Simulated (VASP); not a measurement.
Wanted: the native input for a VASP 6.6.1 run.

```
Task                   : single point
Functional             : PBE
Potentials or basis    : VASP PAW PBE potentials, release 64 (Ca_sv)
Cutoff                 : 520 eV
k mesh                 : 12 × 12 × 6
Occupations            : gaussian, width 0.1 eV
Spin                   : no spin polarisation
Dipole correction      : no
Further INCAR settings : ALGO = Fast; EDIFF = 1e-07; NBANDS = 17
```

The structure of Ca lies in POSCAR:

```
Ca
1.0
    4.0775891088      0.0000000000      0.0000000000
   -2.0387945544      3.5312957545      0.0000000000
    0.0000000000      0.0000000000      6.0930704000
Ca
2
Direct
    0.3333333333      0.6666666667      0.2453987730
    0.6666666667      0.3333333333      0.7546012270
```

This cell differs from its parent crystal: strained and its atoms moved.

The input as run:

INCAR

```
SYSTEM = Ca
  PREC = Accurate
  ENCUT = 520
  EDIFF = 1E-7
  ISMEAR = 0
  SIGMA = 0.1
  LREAL = .False.
  LASPH = .True.
  NELM = 80
  ALGO = Fast
  ISIF = 2
  LWAVE = .False.
  LCHARG = .False.
  GGA = PE
  NBANDS = 17
```

KPOINTS

```
regular mesh
0
Gamma
  12 12 6
  0 0 0
```

Potentials or basis: VASP PAW PBE potentials, release 64 (Ca_sv).

Launch:

```sh
$ cat potpaw_PBE.64/Ca_sv/POTCAR > POTCAR
$ mpirun -np 1 vasp_std > vasp.out
```

Results of the run:

```yaml
Pressure: -0.4 GPa
Largest_force: 0.112 eV/Å
Band_gap_on_the_k_mesh: zero (band 10 reaches 2.05 eV, above the bottom of band 11 at 1.53 eV)
```

Caveat: the cell differs from its parent crystal (strained and its atoms moved).

It took 5.2 min on 1 thread of AMD EPYC 7R13, with other jobs on the host, peak memory 0.25 GiB.
